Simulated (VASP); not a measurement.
The system is MgCd2Se3.

```
CELL_PARAMETERS angstrom
4.13444 0.00000 0.00000
-2.06722 3.58053 0.00000
0.00000 0.00000 20.23372
ATOMIC_POSITIONS crystal
Mg 0.66667 0.33333 0.16665
Mg 0.33333 0.66667 0.33332
Cd 0.66667 0.33333 0.49998
Cd 0.66667 0.33333 0.83332
Cd 0.33333 0.66667 0.66665
Cd 0.33333 0.66667 0.99998
Se 0.66667 0.33333 0.29197
Se 0.66667 0.33333 0.62530
Se 0.66667 0.33333 0.95864
Se 0.33333 0.66667 0.12530
Se 0.33333 0.66667 0.45864
Se 0.33333 0.66667 0.79197
```

| Quantity | Value |
| --- | --- |
| Program | VASP 6.6.1 |
| Task | relaxation of cell and atoms |
| Functional | PBE |
| Potentials or basis | VASP PAW PBE potentials, release 64 (Mg, Cd, Se) |
| Cutoff | 600 eV |
| k mesh | 6 × 6 × 1 |
| Occupations | gaussian, width 0.1 eV |
| Spin | no spin polarisation |

At the start: pressure 9.5 GPa; volume 24.96 Å³/atom.

Where does the relaxation end?

Over 16 steps the energy falls by 111.5 meV/atom and the volume is 28.90 Å³/atom (+15.8 %); space group P3m1 (No. 156, to 0.1 Å) before and after.

Step by step:
```
step  energy change (eV)  largest force (eV/Å)  pressure (GPa)  volume (Å³)
   1              0.0000                0.7630            9.53       299.53
   2             -1.1293                0.1499           -2.29       368.64
   3             -1.2808                0.2618            0.01       347.90
   4             -1.2807                0.2547           -0.12       348.91
   5             -1.2882                0.2033           -0.11       348.72
   6             -1.3045                0.1607           -0.07       348.13
   7             -1.3083                0.3065            0.03       346.95
   8             -1.3114                0.1898           -0.02       347.42
   9             -1.3196                0.1299            0.02       347.06
  10             -1.3282                0.1264            0.12       346.16
  11             -1.3320                0.0956           -0.07       347.57
  12             -1.3331                0.0926           -0.23       348.82
  13             -1.3360                0.0767           -0.14       348.07
  14             -1.3381                0.0494            0.02       346.74
  15             -1.3382                0.0481            0.03       346.65
  16             -1.3385                0.0224            0.01       346.76
```

Final structure:
```cif
data_structure
_symmetry_space_group_name_H-M 'P 1'
_symmetry_Int_Tables_number 1
_cell_length_a 4.3477
_cell_length_b 4.3477
_cell_length_c 21.1825
_cell_angle_alpha 90.000
_cell_angle_beta 90.000
_cell_angle_gamma 120.000
_cell_volume 346.76
loop_
_atom_site_label
_atom_site_type_symbol
_atom_site_fract_x
_atom_site_fract_y
_atom_site_fract_z
_atom_site_occupancy
Mg1 Mg 0.66667 0.33333 0.16934 1
Mg2 Mg 0.33333 0.66667 0.32810 1
Cd1 Cd 0.66667 0.33333 0.49483 1
Cd2 Cd 0.66667 0.33333 0.83538 1
Cd3 Cd 0.33333 0.66667 0.66509 1
Cd4 Cd 0.33333 0.66667 0.00619 1
Se1 Se 0.66667 0.33333 0.29190 1
Se2 Se 0.66667 0.33333 0.62170 1
Se3 Se 0.66667 0.33333 0.96263 1
Se4 Se 0.33333 0.66667 0.13334 1
Se5 Se 0.33333 0.66667 0.45105 1
Se6 Se 0.33333 0.66667 0.79216 1
```

Caveat: the volume moved by over 15 % at a fixed basis, so the end points are rough.
